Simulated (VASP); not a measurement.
A run of VASP 6.6.1 is set up as follows.

INCAR

```
SYSTEM = Re
PREC     = Accurate       ! precision mode
ENCUT    = 520            ! plane-wave cutoff, eV
EDIFF    = 1E-7           ! SCF threshold, eV
ISMEAR   = 0              ! smearing method
SIGMA    = 0.15           ! smearing width, eV
LREAL    = .FALSE.        ! projectors in reciprocal space
LASPH    = .TRUE.         ! aspherical terms in the spheres
NELM     = 80             ! most SCF steps
ALGO     = Normal         ! electronic algorithm
ISIF     = 2              ! what is computed and relaxed
LWAVE    = .FALSE.        ! write WAVECAR
LCHARG   = .FALSE.        ! write CHGCAR
GGA      = PE             ! functional
NBANDS   = 10             ! bands
```

KPOINTS

```
Automatic mesh
0
G
  10 10 10
  0 0 0
```

Contents of POSCAR:

```
Re
1.0
    0.0000000000      2.1189567125      1.7246188683
    2.1189567125      0.0000000000      1.7246188683
    2.1189567125      2.1189567125      0.0000000000
Re
1
Direct
    0.0000000000      0.0000000000      0.0000000000
```

Potentials or basis: VASP PAW PBE potentials, release 64 (Re).

Launch:

```bash
$ cat potpaw_PBE.64/Re/POTCAR > POTCAR
$ mpirun -np 1 vasp_std > vasp.out
```

Q: Estimate the pressure.

A: -8.7 GPa.

Stress tensor (GPa, compression positive):
```
-14.07   0.00   0.00
  0.00 -14.07   0.00
  0.00   0.00   2.01
```
